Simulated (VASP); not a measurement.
Set up this calculation in VASP 6.6.1, as the native input.

```
Task                   : single point
Functional             : LDA
Potentials or basis    : VASP PAW LDA potentials, release 64 (W_sv, C)
Cutoff                 : 520 eV
k mesh                 : 11 × 11 × 11
Occupations            : fermi-dirac, width 0.1 eV
Spin                   : no spin polarisation
Dipole correction      : no
Further INCAR settings : ALGO = Normal; EDIFF = 1e-06; NBANDS = 16
```

The structure of WC lies in POSCAR:

```
WC
1.0
    0.0000000000      2.1730176133      2.1730176133
    2.1730176133      0.0000000000      2.1730176133
    2.1730176133      2.1730176133      0.0000000000
W C
1 1
Direct
    0.0000000000      0.0000000000      0.0000000000
    0.5000000000      0.5000000000      0.5000000000
```

The input as run:

INCAR

```
ALGO = Normal ; EDIFF = 1E-6
ENCUT = 520 ; GGA = CA
ISIF = 2 ; ISMEAR = -1
LASPH = True ; LCHARG = False
LREAL = False ; LWAVE = False
NBANDS = 16 ; NELM = 60
PREC = Accurate ; SIGMA = 0.1
```

KPOINTS

```
k-points
0
Gamma
  11 11 11
```

Potentials or basis: VASP PAW LDA potentials, release 64 (W_sv, C).

Command:

```bash
$ cat potpaw_LDA.64/W_sv/POTCAR potpaw_LDA.64/C/POTCAR > POTCAR
$ mpirun -np 1 vasp_std > vasp.out
```

It gave:

```yaml
Pressure: -3.8 GPa
Band_gap_on_the_k_mesh: zero (band 9 reaches 13.67 eV, above the bottom of band 10 at 10.49 eV)
```

Caveat: spin-orbit coupling is left out, which moves the levels of the heavy elements.

It took 8.6 s on 1 thread of Intel Xeon 6975P-C, on a shared host, peak memory 0.14 GiB.
